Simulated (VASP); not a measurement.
# KF in VASP: further runs, part 2 of 3

VASP 6.6.1.

## 3. Single point, PBE (strain +3.0%)

File INCAR:

```
PREC = Accurate ; ENCUT = 520
EDIFF = 1E-6 ; ISMEAR = 0
SIGMA = 0.01 ; LREAL = F
LASPH = T ; NELM = 60
ALGO = Normal ; ISIF = 2
LWAVE = F ; LCHARG = F
GGA = PE ; NBANDS = 15
```

File KPOINTS:

```
Automatic mesh
0
Gamma
  4 4 4
```

File POSCAR:

```
KF
1.0
    0.0000000000      2.7387293882      2.7387293882
    2.7387293882      0.0000000000      2.7387293882
    2.7387293882      2.7387293882      0.0000000000
K F
1 1
Direct
    0.0000000000      0.0000000000      0.0000000000
    0.5000000000      0.5000000000      0.5000000000
```

Potentials or basis: VASP PAW PBE potentials, release 64 (K_sv, F).

Launch:

```console
cat potpaw_PBE.64/K_sv/POTCAR potpaw_PBE.64/F/POTCAR > POTCAR
mpirun -np 1 vasp_std > vasp.out
```

OUTCAR:

```text
PREC = Accurate
   ENCUT = 520
   EDIFF = 1E-6
   ISMEAR = 0
   LREAL = F
   LASPH = T
   NELM = 60
   ISIF = 2
   GGA = PE

 ion  position               nearest neighbor table
   1  0.000  0.000  0.000-   2 2.74   2 2.74   2 2.74   2 2.74   2 2.74   2 2.74
   2  0.500  0.500  0.500-   1 2.74   1 2.74   1 2.74   1 2.74   1 2.74   1 2.74

  LATTYP: Found a face centered cubic cell.
 ALAT       =     5.4774587764

  Lattice vectors:

 A1 = (   0.0000000000,   2.7387293882,   2.7387293882)
 A2 = (   2.7387293882,   0.0000000000,   2.7387293882)
 A3 = (   2.7387293882,   2.7387293882,   0.0000000000)

Analysis of symmetry for initial positions (statically):
=====================================================================
 Subroutine PRICEL returns:
 Original cell was already a primitive cell.

 Routine SETGRP: Setting up the symmetry group for a
 face centered cubic supercell.

 Subroutine GETGRP returns: Found 48 space group operations
 (whereof 48 operations were pure point group operations)
 out of a pool of 48 trial point group operations.

The static configuration has the point symmetry O_h .

Analysis of symmetry for dynamics (positions and initial velocities):
=====================================================================
 Subroutine PRICEL returns:
 Original cell was already a primitive cell.

 Routine SETGRP: Setting up the symmetry group for a
 face centered cubic supercell.

 Subroutine GETGRP returns: Found 48 space group operations
 (whereof 48 operations were pure point group operations)
 out of a pool of 48 trial point group operations.

The dynamic configuration has the point symmetry O_h .

 Subroutine INISYM returns: Found 48 space group operations
 (whereof 48 operations are pure point group operations),
 and found     1 'primitive' translations

----------------------------------------------------------------------------------------

                                     Primitive cell

  volume of cell :      41.0844

  direct lattice vectors                    reciprocal lattice vectors
     0.000000000  2.738729388  2.738729388    -0.182566413  0.182566413  0.182566413
     2.738729388  0.000000000  2.738729388     0.182566413 -0.182566413  0.182566413
     2.738729388  2.738729388  0.000000000     0.182566413  0.182566413 -0.182566413

  length of vectors
     3.873148244  3.873148244  3.873148244     0.316214303  0.316214303  0.316214303

  position of ions in fractional coordinates (direct lattice)
     0.000000000  0.000000000  0.000000000
     0.500000000  0.500000000  0.500000000

  ion indices of the primitive-cell ions
   primitive index   ion index
                 1           1
                 2           2

----------------------------------------------------------------------------------------

 KPOINTS: Automatic mesh

Automatic generation of k-mesh.
 Grid dimensions read from file:
 generate k-points for:    4    4    4

 Generating k-lattice:

  Cartesian coordinates                     Fractional coordinates (reciprocal lattice)
    -0.045641603  0.045641603  0.045641603     0.250000000  0.000000000  0.000000000
     0.045641603 -0.045641603  0.045641603     0.000000000  0.250000000  0.000000000
     0.045641603  0.045641603 -0.045641603     0.000000000  0.000000000  0.250000000

  Length of vectors
[... 21 lines left out ...]
   number of dos      NEDOS =    301   number of ions     NIONS =      2
   total plane-waves  NPLWV =  27000
   dimension x,y,z NGX =    30 NGY =   30 NGZ =   30
   dimension x,y,z NGXF=    60 NGYF=   60 NGZF=   60
   ions per type =               1   1
   NGX,Y,Z   is equivalent  to a cutoff of  12.88, 12.88, 12.88 a.u.
   NGXF,Y,Z  is equivalent  to a cutoff of  25.75, 25.75, 25.75 a.u.
 SYSTEM =  unknown system
   PREC   = accura    normal or accurate (medium, high low for compatibility)
   ISTART =      0    job   : 0-new  1-cont  2-samecut
   ICHARG =      2    charge: 1-file 2-atom 10-const
   ISPIN  =      1    spin polarized calculation?
   LNONCOLLINEAR =      F non collinear calculations
   LSORBIT =      F    spin-orbit coupling
   LASPH  =      T    aspherical Exc in radial PAW
   ENCUT  =  520.0 eV  38.22 Ry    6.18 a.u.   7.20  7.20  7.20*2*pi/ulx,y,z
   NELM   =     60;   NELMIN=  2; NELMDL= -5     # of ELM steps
   EDIFF  = 0.1E-05   stopping-criterion for ELM
   LREAL  =      F    real-space projection
   EDIFFG = 0.1E-04   stopping-criterion for IOM
   NSW    =      0    number of steps for IOM
   IBRION =     -1    ionic relax: 0-MD 1-quasi-New 2-CG
   NFREE  =      0    steps in history (QN), initial steepest desc. (CG)
   ISIF   =      2    stress and relaxation
   ISYM   =      2    0-nonsym 1-usesym 2-fastsym
   POTIM  = 0.5000    time-step for ionic-motion
   TEBEG  =    0.0;   TEEND  =   0.0 temperature during run
   PSTRESS=    0.0 pullay stress
   NELECT =      16.0000    total number of electrons
   NUPDOWN=      -1.0000    fix difference up-down
   EMIN   =  10.00;   EMAX   =-10.00  energy-range for DOS
   EFERMI =   0.00;   METHOD = LEGACY
   ISMEAR =     0;   SIGMA  =   0.01  broadening in eV -4-tet -1-fermi 0-gaus
   EFERMI_NEDOS =   21; number of points for ismear=-14 and -15
   IALGO  =     38    algorithm
   IMIX   =      4    mixing-type and parameters
     AMIX     =   0.40;   BMIX     =  1.00
     AMIX_MAG =   1.60;   BMIX_MAG =  1.00
  volume/ion in A,a.u.               =      20.54       138.63
  Fermi-wavevector in a.u.,A,eV,Ry     =   1.195517  2.259199 19.446270  1.429261
  Thomas-Fermi vector in A             =   2.331480
   LORBIT       =      0    0 simple, 1 ext, 2 COOP (PROOUT), +10 PAW based schemes
   GGA     = PE    functional components
   LHFCALC =     F    Hartree Fock is set to
   AEXX    =    0.0000 exact exchange contribution
   IVDW    =     0    specifies the selected vdW correction
   LEPSILON=     F    determine dielectric tensor
   LRPA    =     F    only Hartree local field effects (RPA)
 non-spin polarized calculation
 Gauss-broadening in eV      SIGMA  =   0.01
  energy-cutoff  :      520.00
  volume of cell :       41.08
 maximum number of plane-waves:      1124
 NGX is ok and might be reduce to    30
   NGX = 15   NGY = 15   NGZ = 15

 number of electron      15.9999994 magnetization

 Free energy of the ion-electron system (eV)
  ---------------------------------------------------
  ext. energy  EPLUGINS =         0.00000000
  ---------------------------------------------------
  free energy    TOTEN  =        -8.29739369 eV

  energy without entropy =       -8.29739369  energy(sigma->0) =       -8.29739369

 E-fermi :  -2.8512     XC(G=0):  -8.0734

 val. band max:       -2.9889486258   @ k =   0.0000   0.0000   0.0000
 cond. band min:       2.8042884719   @ k =   0.0000   0.0000   0.0000
 fundamental gap:      5.7932370977
 Fermi energy:        -2.8512273835

 k-point     1 :       0.0000    0.0000    0.0000
  band No.  band energies     occupation
      1     -29.3416      2.00000
      2     -21.6054      2.00000
      3     -12.6395      2.00000
      4     -12.6395      2.00000
      5     -12.6395      2.00000
      6      -2.9890      2.00000
      7      -2.9889      2.00000
      8      -2.9889      2.00000
      9       2.8043      0.00000
     10       7.4775      0.00000
     11       7.4775      0.00000
     12       7.4775      0.00000
     13       9.0535      0.00000
     14       9.0535      0.00000
[... 113 lines left out ...]
      2     -21.6269      2.00000
      3     -12.9428      2.00000
      4     -12.9428      2.00000
      5     -12.7167      2.00000
      6      -3.3408      2.00000
      7      -3.1697      2.00000
      8      -3.1697      2.00000
      9       6.4852      0.00000
     10       6.4852      0.00000
     11       7.7973      0.00000
     12       9.8634      0.00000
     13      10.7884      0.00000
     14      11.2240      0.00000
     15      12.4103      0.00000

------------------------ aborting loop because EDIFF is reached ----------------------------------------

  FORCE on cell =-STRESS in cart. coord.  units (eV):
  Direction    XX          YY          ZZ          XY          YZ          ZX
  --------------------------------------------------------------------------------------
  -------------------------------------------------------------------------------------
  Total       -0.2155131     -0.2155131     -0.2155131      0.0000000     -0.0000000      0.0000000
  in kB       -8.4044021     -8.4044021     -8.4044021      0.0000000     -0.0000000      0.0000000
  external PRESSURE =      -8.4044021 kB  Pullay stress =       0.0000000 kB

 VOLUME and BASIS-vectors are now :
 -----------------------------------------------------------------------------
  energy-cutoff  :      520.00
  volume of cell :       41.08
      direct lattice vectors                 reciprocal lattice vectors
     0.000000000  2.738729388  2.738729388    -0.182566413  0.182566413  0.182566413
     2.738729388  0.000000000  2.738729388     0.182566413 -0.182566413  0.182566413
     2.738729388  2.738729388  0.000000000     0.182566413  0.182566413 -0.182566413

 POSITION                                       TOTAL-FORCE (eV/Angst)
 -----------------------------------------------------------------------------------
      0.00000      0.00000      0.00000        -0.000000      0.000000     -0.000000
      2.73873      2.73873      2.73873         0.000000     -0.000000      0.000000
 -----------------------------------------------------------------------------------
    total drift:                                0.000000      0.000000      0.000000

  FREE ENERGIE OF THE ION-ELECTRON SYSTEM (eV)
  ---------------------------------------------------
  free  energy   TOTEN  =        -8.2973936901 eV

  energy  without entropy=       -8.2973936901  energy(sigma->0) =       -8.29739369
```

OSZICAR:

```text
N       E                     dE             d eps       ncg     rms          rms(c)
DAV:   1     0.118320246113E+03    0.11832E+03   -0.78039E+03   240   0.100E+03
DAV:   2    -0.472533233734E+01   -0.12305E+03   -0.11314E+03   331   0.298E+02
DAV:   3    -0.944882331625E+01   -0.47235E+01   -0.47066E+01   297   0.516E+01
DAV:   4    -0.958571866648E+01   -0.13690E+00   -0.13688E+00   345   0.783E+00
DAV:   5    -0.958643850170E+01   -0.71984E-03   -0.71983E-03   332   0.618E-01    0.625E+00
DAV:   6    -0.833424955723E+01    0.12522E+01   -0.37052E+00   247   0.141E+01    0.365E+00
DAV:   7    -0.830085589412E+01    0.33394E-01   -0.65438E-02   282   0.218E+00    0.203E+00
DAV:   8    -0.829488252849E+01    0.59734E-02   -0.54454E-02   275   0.225E+00    0.192E-01
DAV:   9    -0.829663022160E+01   -0.17477E-02   -0.34668E-03   268   0.493E-01    0.122E-01
DAV:  10    -0.829724386194E+01   -0.61364E-03   -0.43996E-04   247   0.173E-01    0.682E-02
DAV:  11    -0.829739154628E+01   -0.14768E-03   -0.13523E-04   268   0.931E-02    0.177E-02
DAV:  12    -0.829739368905E+01   -0.21428E-05   -0.93448E-06   282   0.290E-02    0.424E-03
DAV:  13    -0.829739369006E+01   -0.10114E-08   -0.18647E-06   275   0.118E-02
   1 F= -.82973937E+01 E0= -.82973937E+01  d E =-.111174E-85
```

Wall time 10 s (1 thread of AMD EPYC 7R13, shared host); peak memory 0.13 GiB.

What came out:

```yaml
Free_energy: -8.2974 eV
Pressure: -0.8 GPa
Band_gap_on_the_k_mesh: 5.79 eV
```

Caveat: the k points lie up to 0.50 Å⁻¹ apart; the cell differs from its parent crystal (strain +3.0%).

## 4. Single point, PBE (epitaxial 111 strain -2.0%)

File INCAR:

```
PREC = Accurate ; ENCUT = 520
EDIFF = 1E-6 ; ISMEAR = 0
SIGMA = 0.01 ; LREAL = F
LASPH = T ; NELM = 80
ALGO = Normal ; ISIF = 2
LWAVE = F ; LCHARG = T
GGA = PE ; LELF = T
LVHAR = T ; NBANDS = 15
```

File KPOINTS:

```
regular mesh
0
Gamma
  4 4 4
```

File POSCAR:

```
KF
1.0
    0.0719151009      2.6776964606      2.6776964606
    2.6776964606      0.0719151009      2.6776964606
    2.6776964606      2.6776964606      0.0719151009
K F
1 1
Direct
    0.0000000000      0.0000000000      0.0000000000
    0.5000000000      0.5000000000      0.5000000000
```

Launch:

```console
cat potpaw_PBE.64/K_sv/POTCAR potpaw_PBE.64/F/POTCAR > POTCAR
mpirun -np 1 vasp_std > vasp.out
```

Run time: 13 s. Hardware: 1 thread of AMD EPYC 7R13, shared host; peak memory 0.12 GiB.

It converged, with:

| Quantity | Value |
| --- | --- |
| Free energy | -8.2683 eV |
| Pressure | 2.7 GPa |
| Band gap on the k mesh | 6.33 eV |

Stress tensor (GPa, compression positive):
```
 2.75 -0.37 -0.37
-0.37  2.75 -0.37
-0.37 -0.37  2.75
```

Levels at points of the mesh, in eV from the valence-band top:
```csv
k point,band 6,band 7,band 8,band 9,band 10,band 11
"(0.00, 0.00, 0.00)",-0.04,0.00,0.00,6.33,10.49,10.88
"(0.50, 0.00, 0.00)",-0.85,-0.44,-0.37,9.22,10.89,12.05
"(0.50, 0.50, 0.00)",-0.21,-0.08,-0.05,8.21,10.47,12.08
"(0.50, 0.50, 0.50)",-0.85,-0.34,-0.34,9.09,10.73,12.15
```

Caveat: the k points lie up to 0.52 Å⁻¹ apart; the cell differs from its parent crystal (epitaxial 111 strain -2.0%).

[end of part 2 of 3]
